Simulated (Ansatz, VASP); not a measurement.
## Two plane-wave programs on HfOF2

```
Hf O F
1.0
     3.50522    0.00000    0.00000
     0.00000    3.50522    0.00000
     0.00000    0.00000    4.06772
Hf O F
1 1 2
Cartesian
  0.0000 0.0000 0.0000
  1.7526 1.7526 2.0339
  0.0000 0.0000 2.0339
  1.7526 1.7526 0.0000
```

Change from the starting cell: species swapped into the CaCeN2 type (P4/mmm, No. 123).

Alike in both runs: functional PBE; k mesh 14 × 14 × 12; occupations gaussian, width 0.1 eV; no spin polarisation.

Ansatz relaxed the structure, and its values are those at the end. VASP's run is a single point on that final structure, the one shown.

```csv
,VASP,Ansatz
version,VASP 6.6.1,Ansatz 0.2.0
potentials or method,"VASP PAW PBE potentials, release 64 (Hf_pv, O, F), cutoff 520 eV","scalar-relativistic, plane waves, PAW"
valence electrons in the cell,30,46
```

Ansatz gave:

```
gap on the k mesh at the Fermi level (eV) : none
pressure (GPa)                            : 0.0
```

Question: What did VASP give for the same quantities?

Answer: gap on the k mesh at the Fermi level (eV): none; pressure (GPa): -1.7.

A gap of «none» marks a metal or a gap that the smearing closes. VASP's potentials hold 30 valence electrons a cell and Ansatz's 46, so a difference there can come from the potentials and not from the codes.

Neither program's run includes spin-orbit coupling.
